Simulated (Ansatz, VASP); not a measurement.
# One calculation of MnS, two programs

```xyz
2
Lattice="0.0000 2.4735 2.4735 2.4735 0.0000 2.4735 2.4735 2.4735 0.0000" Properties=species:S:1:pos:R:3 pbc="T T T"
Mn    0.0000    0.0000    0.0000
S     3.7102    3.7102    3.7102
```

Alike in both runs: task single point; functional PBEsol; k mesh 8 × 8 × 8; occupations fermi-dirac, width 0.05 eV; collinear spin; fixed moment 1 μB.

|  | VASP | Ansatz |
| --- | --- | --- |
| version | VASP 6.6.1 | Ansatz 0.2.0 |
| potentials or method | VASP PAW PBE potentials, release 64 (Mn_pv, S) | Ansatz PAW |
| plane-wave cutoff (eV) | 520 | 420 |
| valence electrons in the cell | 19 | 21 |

VASP gave:

```
pressure (GPa)                                                : -0.1
net moment per atom (μB)                                      : 0.50
size of the moment on the site where the two differ most (μB) : 0.98
```

**Question.** What did Ansatz give for the same quantities?

**Answer.** Pressure (GPa): -0.3; net moment per atom (μB): 0.50; size of the moment on the site where the two differ most (μB): 0.88.

VASP's potentials were made for PBE, not for PBEsol. Site moments also hang on the region over which each program counts them. The functional is the same, so the differences come from potentials, cutoffs and numerics. VASP's potentials hold 19 valence electrons a cell and Ansatz's 21, so a difference there can come from the potentials and not from the codes.
